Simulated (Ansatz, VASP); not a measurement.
ScTe2: VASP beside Ansatz

Contents of POSCAR:

```
ScTe2
1.0
    0.0000000000      3.5627719815      3.5627719815
    3.5627719815      0.0000000000      3.5627719815
    3.5627719815      3.5627719815      0.0000000000
Sc Te
1 2
Direct
    0.0000000000      0.0000000000      0.0000000000
    0.2500000000      0.2500000000      0.2500000000
    0.7500000000      0.7500000000      0.7500000000
```

Contents of INCAR.step1:

```
ALGO = Normal
EDIFF = 1E-4
ENCUT = 520
GGA = PE
ISMEAR = 0
LASPH = T
LCHARG = F
LREAL = F
LWAVE = T
NBANDS = 18
NELM = 80
PREC = Accurate
SIGMA = 0.05
```

INCAR.step2

```
ALGO = Normal
EDIFF = 1E-6
ENCUT = 520
ISIF = 2
ISMEAR = 0
ISTART = 1
LASPH = T
LCHARG = F
LMIXTAU = T
LREAL = F
LWAVE = F
METAGGA = R2SCAN
NBANDS = 18
NELM = 80
PREC = Accurate
SIGMA = 0.05
```

File KPOINTS:

```
k-points
0
Gamma
  8 8 8
```

Input for Ansatz:

```yaml
crystal:
  lattice:
    - [0.0, 3.5627719815, 3.5627719815]
    - [3.5627719815, 0.0, 3.5627719815]
    - [3.5627719815, 3.5627719815, 0.0]
  atoms:
    - { symbol: Sc, position: [0.0, 0.0, 0.0] }
    - { symbol: Te, position: [0.25, 0.25, 0.25] }
    - { symbol: Te, position: [0.75, 0.75, 0.75] }
basis:
  ecutwfc: 500
  ecutrho_ratio: 4
kpoints:
  mp_grid: { grid: [8, 8, 8] }
hamiltonian:
  xc: r2scan
scf:
  occupations: { method: gaussian, width: 0.05 }
output:
  forces: true
  stress: true
  eigenvalues: true
  populations: true
  write_density: true
  write_potential: true
  elf: true
  volumetric_format: npy
```

Alike in both runs: task single point; functional r2SCAN; k mesh 8 × 8 × 8; occupations gaussian, width 0.05 eV; no spin polarisation.

```csv
,VASP,Ansatz
version,VASP 6.6.1,Ansatz 0.2.0
potentials or method,"VASP PAW PBE potentials, release 64 (Sc_sv, Te), cutoff 520 eV","scalar-relativistic, plane waves, PAW"
valence electrons in the cell,23,43
```

```tsv
	VASP	Ansatz	Ansatz less VASP
gap on the k mesh at the Fermi level (eV)	none	none	-
pressure (GPa)	-0.2	-0.3	-0.13
```

VASP's potentials were made for PBE, not for r2SCAN. A gap of «none» marks a metal or a gap that the smearing closes. The functional is the same, so the differences come from potentials, cutoffs and numerics. VASP's potentials hold 23 valence electrons a cell and Ansatz's 43, so a difference there can come from the potentials and not from the codes.

Spin-orbit coupling is off throughout.
